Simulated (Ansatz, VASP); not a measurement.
## Zr: VASP beside Ansatz

```
Zr
1.0
     0.00000    3.13110    3.13110
     3.13110    0.00000    3.13110
     3.13110    3.13110    0.00000
Zr
2
Direct
  0.12500 0.12500 0.12500
  0.87500 0.87500 0.87500
```

Alike in both runs: task single point; functional revPBE; k mesh 10 × 10 × 10; occupations fermi-dirac, width 0.1 eV; no spin polarisation.

|  | VASP | Ansatz |
| --- | --- | --- |
| version | VASP 6.6.1 | Ansatz 0.2.0 |
| potentials or method | VASP PAW PBE potentials, release 64 (Zr_sv), cutoff 520 eV | plane waves (420 eV) with PAW, scalar-relativistic |
| valence electrons in the cell | 24 | 24 |

Ansatz gave:

| Quantity | Value |
| --- | --- |
| pressure (GPa) | 1.4 |

**Question.** Which values does VASP return?

**Answer.** Pressure (GPa): 1.5.

VASP's potentials were made for PBE, not for revPBE. With one functional, cell and mesh, what is left measures potentials, basis and numerics.
